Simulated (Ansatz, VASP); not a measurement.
## Two plane-wave programs on KTaO3

INCAR

```
SYSTEM = KTaO3
PREC = Accurate
ENCUT = 520
EDIFF = 1E-7
ISMEAR = 0
SIGMA = 0.05
LREAL = .False.
LASPH = .True.
NELM = 60
ALGO = Normal
ISIF = 2
LWAVE = .False.
LCHARG = .False.
GGA = PE
NBANDS = 27
```

Contents of KPOINTS:

```
Automatic mesh
0
Gamma
  8 8 8
  0 0 0
```

File POSCAR:

```
KTaO3
1.0
    3.9882991392      0.0000000000      0.0000000000
    0.0000000000      3.9882991392      0.0000000000
    0.0000000000      0.0000000000      3.9882991392
K Ta O
1 1 3
Direct
    0.0000000000      0.0000000000      0.0000000000
    0.5000000000      0.5000000000      0.5000000000
    0.0000000000      0.5000000000      0.5000000000
    0.5000000000      0.5000000000      0.0000000000
    0.5000000000      0.0000000000      0.5000000000
```

Input for Ansatz:

```yaml
crystal:
  lattice:
    - [3.9882991392, 0.0, 0.0]
    - [0.0, 3.9882991392, 0.0]
    - [0.0, 0.0, 3.9882991392]
  atoms:
    - { symbol: K, position: [0.0, 0.0, 0.0] }
    - { symbol: Ta, position: [0.5, 0.5, 0.5] }
    - { symbol: O, position: [0.0, 0.5, 0.5] }
    - { symbol: O, position: [0.5, 0.5, 0.0] }
    - { symbol: O, position: [0.5, 0.0, 0.5] }
basis:
  ecutwfc: 420
  ecutrho_ratio: 4
kpoints:
  mp_grid: { grid: [8, 8, 8] }
hamiltonian:
  xc: pbe
scf:
  occupations: { method: gaussian, width: 0.05 }
output:
  forces: true
  stress: true
  eigenvalues: true
```

Alike in both runs: task single point; functional PBE; k mesh 8 × 8 × 8; occupations gaussian, width 0.05 eV; no spin polarisation.

```csv
,VASP,Ansatz
version,VASP 6.6.1,Ansatz 0.2.0
potentials or method,"VASP PAW PBE potentials, release 64 (K_sv, Ta_pv, O), cutoff 520 eV","scalar-relativistic, plane waves, PAW"
valence electrons in the cell,38,40
```

```tsv
	VASP	Ansatz	Ansatz less VASP
gap on the k mesh at the Fermi level (eV)	2.18	2.22	+0.047
least direct gap on the mesh (eV)	2.80	2.83	+0.036
pressure (GPa)	6.1	5.4	-0.67
```

VASP's potentials hold 38 valence electrons a cell and Ansatz's 40, so a difference there can come from the potentials and not from the codes.

Spin-orbit coupling is off throughout.
